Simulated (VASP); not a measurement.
Set up this calculation in VASP 6.6.1, as the native input.

```yaml
Task: single point
Functional: PBE
Potentials_or_basis: VASP PAW PBE potentials, release 64 (V_sv)
Cutoff: 500 eV
k_mesh: 6 × 6 × 6
Occupations: gaussian, width 0.1 eV
Spin: collinear spin, ferromagnetic start
Starting_moments: "[0.51] μB"
Dipole_correction: no
Further_INCAR_settings: ALGO = Normal; EDIFF = 1e-06; NBANDS = 16
```

The structure of V lies in POSCAR:

```
V
1.0
   -1.4909951838      1.4909951838      1.4909951838
    1.4909951838     -1.4909951838      1.4909951838
    1.4909951838      1.4909951838     -1.4909951838
V
1
Direct
    0.0000000000      0.0000000000      0.0000000000
```

The input as run:

INCAR

```
PREC = Accurate
ENCUT = 500
EDIFF = 1E-6
ISMEAR = 0
SIGMA = 0.1
LREAL = False
LASPH = True
NELM = 200
ALGO = Normal
ISIF = 2
LWAVE = False
LCHARG = False
ISPIN = 2
MAGMOM = 0.51
LORBIT = 11
LMAXMIX = 4
GGA = PE
NBANDS = 16
GGA_COMPAT = False
```

KPOINTS

```
regular mesh
0
Gamma
  6 6 6
```

Potentials or basis: VASP PAW PBE potentials, release 64 (V_sv).

The run is started by

```sh
$ cat potpaw_PBE.64/V_sv/POTCAR > POTCAR
$ mpirun -np 1 vasp_std > vasp.out
```

It gave:

```
Pressure                                              : 4.4 GPa
Net moment                                            : 0.61 μB per cell
Site moments                                          : V +0.48 μB
Valence electrons inside the program's atomic spheres : V 11.68
```

Caveat: the k points lie up to 0.50 Å⁻¹ apart.

Wall time 5.6 s on 1 thread of Intel(R) Xeon(R) Platinum 8375C CPU @ 2.90GHz (Ice Lake), with other jobs on the host, peak memory 0.13 GiB.
